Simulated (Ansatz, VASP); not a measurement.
One calculation of PbI2, two programs

Contents of INCAR:

```
ALGO     = Normal         # electronic algorithm
EDIFF    = 1E-6           # SCF threshold, eV
ENCUT    = 500            # plane-wave cutoff, eV
GGA      = CA             # functional
GGA_COMPAT= F            
ISIF     = 2              # what is computed and relaxed
ISMEAR   = 0              # smearing method
LASPH    = T              # aspherical terms in the spheres
LCHARG   = T              # write CHGCAR
LELF     = T              # ELF
LREAL    = F              # projectors in reciprocal space
LVHAR    = T            
LWAVE    = F              # write WAVECAR
NBANDS   = 21             # bands
NELM     = 120            # most SCF steps
PREC     = Accurate       # precision mode
SIGMA    = 0.01           # smearing width, eV
```

KPOINTS

```
k-points
0
Gamma
  6 6 4
```

POSCAR

```
PbI2
1.0
    4.5657260587      0.0000000000      0.0000000000
   -2.2828630293      3.9540347535      0.0000000000
    0.0000000000      0.0000000000      7.0410820790
Pb I
1 2
Direct
    0.0000000000      0.0000000000      0.0000000000
    0.3333333333      0.6666666667      0.2667794131
    0.6666666667      0.3333333333      0.7332205869
```

Input for Ansatz:

```yaml
crystal:
  lattice:
    - [4.5657260587, 0.0, 0.0]
    - [-2.2828630293, 3.9540347535, 0.0]
    - [0.0, 0.0, 7.041082079]
  atoms:
    - { symbol: Pb, position: [0.0, 0.0, 0.0] }
    - { symbol: I, position: [0.3333333333, 0.6666666667, 0.2667794131] }
    - { symbol: I, position: [0.6666666667, 0.3333333333, 0.7332205869] }
kpoints:
  mp_grid: { grid: [6, 6, 4] }
hamiltonian:
  xc: lda
scf:
  occupations: { method: fixed }
  n_extra_bands: 4
output:
  forces: true
  stress: true
  eigenvalues: true
```

Alike in both runs: task single point; functional LDA; k mesh 6 × 6 × 4; no spin polarisation.

|  | VASP | Ansatz |
| --- | --- | --- |
| version | VASP 6.6.1 | Ansatz 0.2.0 |
| potentials or method | VASP PAW LDA potentials, release 64 (Pb_d, I) | plane waves |
| plane-wave cutoff (eV) | 500 | 420 |
| occupations | gaussian, width 0.01 eV | fixed |
| valence electrons in the cell | 28 | 48 |

VASP gave:

```
gap on the k mesh at the Fermi level (eV)                     : 2.04
pressure (GPa)                                                : -1.5
traceless stress, the component that is largest in VASP (GPa) : -0.05
rms of the force components (eV/Å)                            : 0.083
```

Question: What did Ansatz give for the same quantities?

Answer: gap on the k mesh at the Fermi level (eV): 2.05; pressure (GPa): -1.5; traceless stress, the component that is largest in VASP (GPa): -0.05; rms of the force components (eV/Å): 0.088.

LDA's correlation is that of Perdew and Zunger in VASP and of Perdew and Wang (1992) in Ansatz. Atom by atom the forces differ by 0.006 eV/Å (rms over components). VASP's potentials hold 28 valence electrons a cell and Ansatz's 48, so a difference there can come from the potentials and not from the codes.

Spin-orbit coupling is off throughout.
